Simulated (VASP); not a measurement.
# CdTe (zincblende type) (F-43m) in VASP: further runs, part 3 of 3

VASP 6.6.1. Earlier steps stand in the parts before.

## Step 4: Density of states, PBEsol (volume scaled by 0.88)

File POSCAR:

```
CdTe
1.0
    0.0000000000      3.1097110274      3.1097110274
    3.1097110274      0.0000000000      3.1097110274
    3.1097110274      3.1097110274      0.0000000000
Cd Te
1 1
Direct
    0.0000000000      0.0000000000      0.0000000000
    0.2500000000      0.2500000000      0.2500000000
```

File INCAR.step1:

```
PREC = Accurate
ENCUT = 520
EDIFF = 1E-6
ISMEAR = -1
SIGMA = 0.05
LREAL = False
LASPH = True
NELM = 60
ALGO = Normal
ISIF = 2
LWAVE = False
LCHARG = True
GGA = PS
NBANDS = 16
```

File KPOINTS.step1:

```
regular mesh
0
Gamma
  12 12 12
```

File INCAR.step2:

```
PREC = Accurate
ENCUT = 520
EDIFF = 1E-6
ISMEAR = -5
SIGMA = 0.05
LREAL = False
LASPH = True
NELM = 60
ALGO = Normal
ISIF = 2
LWAVE = False
LCHARG = False
GGA = PS
LORBIT = 10
NBANDS = 16
NEDOS = 2001
ICHARG = 11
```

File KPOINTS.step2:

```
regular mesh
0
Gamma
  18 18 18
```

Potentials or basis: VASP PAW PBE potentials, release 64 (Cd, Te).

On the command line:

```console
cat potpaw_PBE.64/Cd/POTCAR potpaw_PBE.64/Te/POTCAR > POTCAR
cp INCAR.step1 INCAR
cp KPOINTS.step1 KPOINTS
mpirun -np 1 vasp_std > vasp.out
cp INCAR.step2 INCAR
cp KPOINTS.step2 KPOINTS
mpirun -np 1 vasp_std > vasp.out
```

OUTCAR:

```text
PREC = Accurate
   ENCUT = 520
   EDIFF = 1E-6
   ISMEAR = -5
   LREAL = False
   LASPH = True
   NELM = 60
   ISIF = 2
   GGA = PS
   LORBIT = 10
   ICHARG = 11

 ion  position               nearest neighbor table
   1  0.000  0.000  0.000-   2 2.69   2 2.69   2 2.69   2 2.69
   2  0.250  0.250  0.250-   1 2.69   1 2.69   1 2.69   1 2.69

  LATTYP: Found a face centered cubic cell.
 ALAT       =     6.2194220548

  Lattice vectors:

 A1 = (   0.0000000000,   3.1097110274,   3.1097110274)
 A2 = (   3.1097110274,   0.0000000000,   3.1097110274)
 A3 = (   3.1097110274,   3.1097110274,   0.0000000000)

Analysis of symmetry for initial positions (statically):
=====================================================================
 Subroutine PRICEL returns:
 Original cell was already a primitive cell.

 Routine SETGRP: Setting up the symmetry group for a
 face centered cubic supercell.

 Subroutine GETGRP returns: Found 24 space group operations
 (whereof 24 operations were pure point group operations)
 out of a pool of 48 trial point group operations.

The static configuration has the point symmetry T_d .

Analysis of symmetry for dynamics (positions and initial velocities):
=====================================================================
 Subroutine PRICEL returns:
 Original cell was already a primitive cell.

 Routine SETGRP: Setting up the symmetry group for a
 face centered cubic supercell.

 Subroutine GETGRP returns: Found 24 space group operations
 (whereof 24 operations were pure point group operations)
 out of a pool of 48 trial point group operations.

The dynamic configuration has the point symmetry T_d .

 Subroutine INISYM returns: Found 24 space group operations
 (whereof 24 operations are pure point group operations),
 and found     1 'primitive' translations

----------------------------------------------------------------------------------------

                                     Primitive cell

  volume of cell :      60.1437

  direct lattice vectors                    reciprocal lattice vectors
     0.000000000  3.109711027  3.109711027    -0.160786644  0.160786644  0.160786644
     3.109711027  0.000000000  3.109711027     0.160786644 -0.160786644  0.160786644
     3.109711027  3.109711027  0.000000000     0.160786644  0.160786644 -0.160786644

  length of vectors
     4.397795510  4.397795510  4.397795510     0.278490637  0.278490637  0.278490637

  position of ions in fractional coordinates (direct lattice)
     0.000000000  0.000000000  0.000000000
     0.250000000  0.250000000  0.250000000

  ion indices of the primitive-cell ions
   primitive index   ion index
                 1           1
                 2           2

----------------------------------------------------------------------------------------

 KPOINTS: regular mesh

Automatic generation of k-mesh.
 Grid dimensions read from file:
 generate k-points for:   18   18   18

 Generating k-lattice:

  Cartesian coordinates                     Fractional coordinates (reciprocal lattice)
    -0.008932591  0.008932591  0.008932591     0.055555556  0.000000000  0.000000000
     0.008932591 -0.008932591  0.008932591     0.000000000  0.055555556  0.000000000
     0.008932591  0.008932591 -0.008932591     0.000000000  0.000000000  0.055555556

  Length of vectors
     0.015471702  0.015471702  0.015471702

  Shift w.r.t. Gamma in fractional coordinates (k-lattice)
     0.000000000  0.000000000  0.000000000

 TETIRR: Found    806 inequivalent tetrahedra from    34992

 Subroutine IBZKPT returns following result:
 ===========================================

 Found    195 irreducible k-points:

 Following reciprocal coordinates:
            Coordinates               Weight
  0.000000  0.000000  0.000000      1.000000
  0.055556  0.000000  0.000000      8.000000
  0.111111  0.000000  0.000000      8.000000
  0.166667  0.000000  0.000000      8.000000
  0.222222  0.000000  0.000000      8.000000
  0.277778  0.000000  0.000000      8.000000
[... 16 lines left out ...]
 -0.277778  0.055556  0.000000     24.000000
 -0.222222  0.055556  0.000000     24.000000
 [... further k-points ...]
   k-points           NKPTS =    195   k-points in BZ     NKDIM =    195   number of bands    NBANDS=     16
   number of dos      NEDOS =   2001   number of ions     NIONS =      2
   total plane-waves  NPLWV =  46656
   dimension x,y,z NGX =    36 NGY =   36 NGZ =   36
   dimension x,y,z NGXF=    72 NGYF=   72 NGZF=   72
   ions per type =               1   1
   NGX,Y,Z   is equivalent  to a cutoff of  13.61, 13.61, 13.61 a.u.
   NGXF,Y,Z  is equivalent  to a cutoff of  27.22, 27.22, 27.22 a.u.
 SYSTEM =  unknown system
   PREC   = accura    normal or accurate (medium, high low for compatibility)
   ISTART =      0    job   : 0-new  1-cont  2-samecut
   ICHARG =     11    charge: 1-file 2-atom 10-const
   ISPIN  =      1    spin polarized calculation?
   LNONCOLLINEAR =      F non collinear calculations
   LSORBIT =      F    spin-orbit coupling
   LASPH  =      T    aspherical Exc in radial PAW
   ENCUT  =  520.0 eV  38.22 Ry    6.18 a.u.   8.18  8.18  8.18*2*pi/ulx,y,z
   NELM   =     60;   NELMIN=  2; NELMDL=  0     # of ELM steps
   EDIFF  = 0.1E-05   stopping-criterion for ELM
   LREAL  =      F    real-space projection
   EDIFFG = 0.1E-04   stopping-criterion for IOM
   NSW    =      0    number of steps for IOM
   IBRION =     -1    ionic relax: 0-MD 1-quasi-New 2-CG
   NFREE  =      0    steps in history (QN), initial steepest desc. (CG)
   ISIF   =      2    stress and relaxation
   ISYM   =      2    0-nonsym 1-usesym 2-fastsym
   POTIM  = 0.5000    time-step for ionic-motion
   TEBEG  =    0.0;   TEEND  =   0.0 temperature during run
   PSTRESS=    0.0 pullay stress
   NELECT =      18.0000    total number of electrons
   NUPDOWN=      -1.0000    fix difference up-down
   EMIN   =  10.00;   EMAX   =-10.00  energy-range for DOS
   EFERMI =   0.00;   METHOD = LEGACY
   ISMEAR =    -5;   SIGMA  =   0.05  broadening in eV -4-tet -1-fermi 0-gaus
   EFERMI_NEDOS =   21; number of points for ismear=-14 and -15
   IALGO  =     38    algorithm
   IMIX   =      4    mixing-type and parameters
     AMIX     =   0.40;   BMIX     =  1.00
     AMIX_MAG =   1.60;   BMIX_MAG =  1.00
  volume/ion in A,a.u.               =      30.07       202.93
  Fermi-wavevector in a.u.,A,eV,Ry     =   1.095054  2.069352 16.315342  1.199144
  Thomas-Fermi vector in A             =   2.231371
   LORBIT       =     10    0 simple, 1 ext, 2 COOP (PROOUT), +10 PAW based schemes
   GGA     = PS    functional components
   LHFCALC =     F    Hartree Fock is set to
   AEXX    =    0.0000 exact exchange contribution
   IVDW    =     0    specifies the selected vdW correction
   LEPSILON=     F    determine dielectric tensor
   LRPA    =     F    only Hartree local field effects (RPA)
 non-spin polarized calculation
 Fermi weights with tetrahedron method with Bloechl corrections
  energy-cutoff  :      520.00
  volume of cell :       60.14
 maximum number of plane-waves:      1639
 NGX is ok and might be reduce to    36

 number of electron      18.0000001 magnetization

 Free energy of the ion-electron system (eV)
  ---------------------------------------------------
  ext. energy  EPLUGINS =         0.00000000
  ---------------------------------------------------
  free energy    TOTEN  =        -5.31888787 eV

  energy without entropy =       -5.31888787  energy(sigma->0) =       -5.31888787

 E-fermi :   3.4316     XC(G=0):  -9.3413

 val. band max:        3.4296592566   @ k =   0.0000   0.0000   0.0000
 cond. band min:       4.4688722181   @ k =   0.0000   0.0000   0.0000
 fundamental gap:      1.0392129615
 Fermi energy:         3.4316036345

 k-point     1 :       0.0000    0.0000    0.0000
  band No.  band energies     occupation
      1      -8.5807      2.00000
      2      -5.3494      2.00000
      3      -5.3494      2.00000
      4      -5.3494      2.00000
      5      -4.9779      2.00000
      6      -4.9779      2.00000
[... 8 lines left out ...]
     15      12.9889      0.00000
     16      12.9892      0.00000
[... 419 lines left out ...]
 k-point    24 :      -0.2222    0.0556    0.0000
  band No.  band energies     occupation
      1      -8.3181      2.00000
      2      -5.3020      2.00000
      3      -5.2931      2.00000
      4      -5.1348      2.00000
      5      -4.9861      2.00000
      6      -4.9719      2.00000
[... 8 lines left out ...]
     15      11.6938      0.00000
     16      12.4103      0.00000

 [... further k-points ...]
[... 5 lines left out ...]
  --------------------------------------------------------------------------------------
  -------------------------------------------------------------------------------------
  Total        2.7822253      2.7822253      2.7822253     -0.0000000      0.0000000      0.0000000
  in kB       74.1161371     74.1161371     74.1161371     -0.0000000      0.0000000      0.0000000
  external PRESSURE =      74.1161371 kB  Pullay stress =       0.0000000 kB

 VOLUME and BASIS-vectors are now :
 -----------------------------------------------------------------------------
  energy-cutoff  :      520.00
  volume of cell :       60.14
      direct lattice vectors                 reciprocal lattice vectors
     0.000000000  3.109711027  3.109711027    -0.160786644  0.160786644  0.160786644
     3.109711027  0.000000000  3.109711027     0.160786644 -0.160786644  0.160786644
     3.109711027  3.109711027  0.000000000     0.160786644  0.160786644 -0.160786644

 POSITION                                       TOTAL-FORCE (eV/Angst)
 -----------------------------------------------------------------------------------
      0.00000      0.00000      0.00000        -0.000000     -0.000000     -0.000000
      1.55486      1.55486      1.55486         0.000000      0.000000      0.000000
 -----------------------------------------------------------------------------------
    total drift:                               -0.000000     -0.000000     -0.000000

  FREE ENERGIE OF THE ION-ELECTRON SYSTEM (eV)
  ---------------------------------------------------
  free  energy   TOTEN  =        -5.3188878740 eV

  energy  without entropy=       -5.3188878740  energy(sigma->0) =       -5.31888787

 total charge

# of ion       s       p       d       tot
------------------------------------------
    1        0.498   0.400   9.525  10.423
    2        1.348   2.111   0.032   3.490
--------------------------------------------------
tot          1.846   2.510   9.557  13.913
```

OSZICAR.step1:

```text
N       E                     dE             d eps       ncg     rms          rms(c)
DAV:   1     0.100226164270E+03    0.10023E+03   -0.85518E+03  2360   0.996E+02
DAV:   2    -0.210431476164E+01   -0.10233E+03   -0.97337E+02  2712   0.240E+02
DAV:   3    -0.554918571796E+01   -0.34449E+01   -0.34390E+01  2808   0.454E+01
DAV:   4    -0.558020180986E+01   -0.31016E-01   -0.31015E-01  3408   0.378E+00
DAV:   5    -0.558041635034E+01   -0.21454E-03   -0.21454E-03  2976   0.227E-01    0.719E+00
DAV:   6    -0.533948612136E+01    0.24093E+00   -0.44213E-01  2840   0.932E+00    0.569E+00
DAV:   7    -0.531945423188E+01    0.20032E-01   -0.11949E-01  2824   0.238E+00    0.209E+00
DAV:   8    -0.531848318094E+01    0.97105E-03   -0.12547E-02  2560   0.134E+00    0.564E-01
DAV:   9    -0.531843683659E+01    0.46344E-04   -0.75538E-04  2800   0.324E-01    0.162E-01
DAV:  10    -0.531845496058E+01   -0.18124E-04   -0.10602E-04  2880   0.904E-02    0.613E-02
DAV:  11    -0.531847166887E+01   -0.16708E-04   -0.42948E-05  2744   0.542E-02    0.418E-02
DAV:  12    -0.531846955870E+01    0.21102E-05   -0.41990E-06  2488   0.202E-02    0.204E-02
DAV:  13    -0.531846912333E+01    0.43537E-06   -0.24882E-06  2824   0.930E-03
   1 F= -.53184691E+01 E0= -.53184691E+01  d E =-.118992E-06
```

Run time: 2.3 min. Hardware: 1 thread of Intel Xeon Platinum 8259CL at 2.50GHz (Skylake/Cascade Lake), shared host; peak memory 0.34 GiB.

What came out:

```yaml
Valence_electrons_inside_the_program's_atomic_spheres: Cd 10.42; Te 3.49
```

Caveat: the cell differs from its parent crystal (volume scaled by 0.88); the PAW data sets were made with another functional, which shifts forces and pressure a little; spin-orbit coupling is left out, which moves the levels of the heavy elements.

## Step 5: Density of states, PBEsol

This run uses another cell than the first one, of 34.17 Å³/atom, 1.818 times its volume.

File POSCAR:

```
CdTe
1.0
    0.0000000000      3.2450830027      3.2450830027
    3.2450830027      0.0000000000      3.2450830027
    3.2450830027      3.2450830027      0.0000000000
Cd Te
1 1
Direct
    0.0000000000      0.0000000000      0.0000000000
    0.2500000000      0.2500000000      0.2500000000
```

File INCAR.step1:

```
SYSTEM = CdTe
PREC = Accurate ; ENCUT = 520
EDIFF = 1E-6 ; ISMEAR = -1
SIGMA = 0.05 ; LREAL = .False.
LASPH = .True. ; NELM = 80
ALGO = Normal ; ISIF = 2
LWAVE = .False. ; LCHARG = .True.
GGA = PS ; NBANDS = 16
```

File KPOINTS.step1:

```
Automatic mesh
0
Gamma
  12 12 12
  0 0 0
```

File INCAR.step2:

```
SYSTEM = CdTe
PREC = Accurate ; ENCUT = 520
EDIFF = 1E-6 ; ISMEAR = -5
SIGMA = 0.05 ; LREAL = .False.
LASPH = .True. ; NELM = 80
ALGO = Normal ; ISIF = 2
LWAVE = .False. ; LCHARG = .False.
GGA = PS ; LORBIT = 10
NBANDS = 16 ; NEDOS = 1001
ICHARG = 11
```

File KPOINTS.step2:

```
Automatic mesh
0
Gamma
  18 18 18
  0 0 0
```

On the command line:

```console
cat potpaw_PBE.64/Cd/POTCAR potpaw_PBE.64/Te/POTCAR > POTCAR
cp INCAR.step1 INCAR
cp KPOINTS.step1 KPOINTS
mpirun -np 1 vasp_std > vasp.out
cp INCAR.step2 INCAR
cp KPOINTS.step2 KPOINTS
mpirun -np 1 vasp_std > vasp.out
```

Wall time 2.6 min (1 thread of Intel Xeon Platinum 8259CL at 2.50GHz (Skylake/Cascade Lake), shared host); peak memory 0.36 GiB.

The run converged. Its results:

| Quantity | Value |
| --- | --- |
| Valence electrons inside the program's atomic spheres | Cd 10.32; Te 3.42 |

Levels at points of the mesh, in eV from the valence-band top:
```csv
k point,band 7,band 8,band 9,band 10,band 11,band 12
"(0.00, 0.00, 0.00)",0.00,0.00,0.00,0.65,4.55,4.55
"(0.50, 0.00, 0.00)",-4.45,-0.78,-0.78,1.73,5.13,5.13
"(0.50, 0.50, 0.00)",-4.33,-1.87,-1.87,2.50,2.60,8.70
```

Caveat: the PAW data sets were made with another functional, which shifts forces and pressure a little; spin-orbit coupling is left out, which moves the levels of the heavy elements.
